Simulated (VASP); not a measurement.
Write the native input for VASP 6.6.1 that does the following.

| Item | Value |
| --- | --- |
| Task | single point |
| Functional | PBEsol |
| Potentials or basis | VASP PAW PBE potentials, release 64 (B, N) |
| Cutoff | 600 eV |
| k mesh | 10 × 10 × 10 |
| Occupations | fermi-dirac, width 0.02 eV |
| Spin | no spin polarisation |
| Dipole correction | no |
| Further INCAR settings | ALGO = Normal; EDIFF = 1e-06; NBANDS = 11 |

The structure of BN (Qingsongite) lies in POSCAR:

```
BN
1.0
    0.0000000000      1.8075000000      1.7894250000
    1.8075000000      0.0000000000      1.7894250000
    1.8075000000      1.8075000000      0.0000000000
B N
1 1
Direct
    0.0000000000      0.0000000000      0.0000000000
    0.2500000000      0.2500000000      0.2500000000
```

One way to write it, as run:

INCAR

```
  PREC = Accurate
  ENCUT = 600
  EDIFF = 1E-6
  ISMEAR = -1
  SIGMA = 0.02
  LREAL = F
  LASPH = T
  NELM = 120
  ALGO = Normal
  ISIF = 2
  LWAVE = F
  LCHARG = F
  GGA = PS
  NBANDS = 11
  GGA_COMPAT = F
```

KPOINTS

```
regular mesh
0
Gamma
  10 10 10
```

Potentials or basis: VASP PAW PBE potentials, release 64 (B, N).

Command:

```console
$ cat potpaw_PBE.64/B/POTCAR potpaw_PBE.64/N/POTCAR > POTCAR
$ mpirun -np 1 vasp_std > vasp.out
```

Results of the run:

```json
{
 "Pressure": "1.2 GPa",
 "Band gap on the k mesh": "4.11 eV, indirect (least direct gap 8.70 eV)"
}
```

Caveat: the PAW data sets were made with another functional, which shifts forces and pressure a little.

Wall time 9.2 s on 1 thread of Intel(R) Xeon(R) Platinum 8488C (Sapphire Rapids) (shared host), peak memory 0.13 GiB.
